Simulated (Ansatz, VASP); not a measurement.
## NaCl in VASP and in Ansatz

```
CELL_PARAMETERS angstrom
0.00000 2.83175 2.83175
2.83175 0.00000 2.83175
2.83175 2.83175 0.00000
ATOMIC_POSITIONS crystal
Na 0.00000 0.00000 0.00000
Cl 0.45318 0.54682 0.50000
```

Change from the starting cell: all Cl atoms moved +0.188 Å, as atom 2 along Cartesian [1 -1 0].

Alike in both runs: task single point; functional PBEsol; k mesh 8 × 8 × 8; occupations gaussian, width 0.05 eV; no spin polarisation.

|  | VASP | Ansatz |
| --- | --- | --- |
| version | VASP 6.6.1 | Ansatz 0.2.0 |
| potentials or method | VASP PAW PBE potentials, release 64 (Na_pv, Cl), cutoff 520 eV | scalar-relativistic, plane waves, PAW |
| valence electrons in the cell | 14 | 16 |

VASP gave:

| Item | Value |
| --- | --- |
| gap on the k mesh at the Fermi level (eV) | 4.89 |
| least direct gap on the mesh (eV) | 4.89 |
| pressure (GPa) | -0.4 |
| traceless stress, the component that is largest in VASP (GPa) | -0.43 |
| rms of the force components (eV/Å) | 0.138 |

**Question.** Estimate Ansatz's values.

**Answer.** gap on the k mesh at the Fermi level (eV): 4.90; least direct gap on the mesh (eV): 4.90; pressure (GPa): -0.4; traceless stress, the component that is largest in VASP (GPa): -0.42; rms of the force components (eV/Å): 0.135.

VASP's potentials were made for PBE, not for PBEsol. Atom by atom the forces differ by 0.003 eV/Å (rms over components). With one functional, cell and mesh, what is left measures potentials, basis and numerics. VASP's potentials hold 14 valence electrons a cell and Ansatz's 16, so a difference there can come from the potentials and not from the codes.
